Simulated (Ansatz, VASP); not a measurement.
# Mo2As in VASP and in Ansatz

```xyz
6
Lattice="4.6209 0.0000 0.0000 0.0000 5.6398 0.0000 0.0000 0.0000 3.5207" Properties=species:S:1:pos:R:3 pbc="T T T"
Mo    0.9260    2.1358    0.0000
Mo    3.6949    3.5040    0.0000
Mo    3.2365    0.6841    1.7604
Mo    1.3844    4.9557    1.7604
As    0.0000    0.0000    0.0000
As    2.3105    2.8199    1.7604
```

Alike in both runs: task relaxation of cell and atoms; functional PBE; k mesh 4 × 4 × 6; occupations gaussian, width 0.1 eV; no spin polarisation.

|  | VASP | Ansatz |
| --- | --- | --- |
| version | VASP 6.6.1 | Ansatz 0.2.0 |
| potentials or method | VASP PAW PBE potentials, release 64 (Mo_sv, As), cutoff 600 eV | scalar-relativistic, plane waves, PAW |
| valence electrons in the cell | 66 | 86 |

```tsv
	VASP	Ansatz	Ansatz less VASP
gap on the k mesh at the Fermi level, each at its own relaxed structure (eV)	none	none	-
relaxed volume (Å³/atom)	18.43	18.37	-0.063
relaxed length of the cell vector where the two differ most in proportion (Å)	6.086	6.058	-0.0288
```

A gap of «none» marks a metal or a gap that the smearing closes. VASP's potentials hold 66 valence electrons a cell and Ansatz's 86, so a difference there can come from the potentials and not from the codes.

Noted on VASP's run: the volume moved by over 15 % at a fixed basis, so the end points are rough.
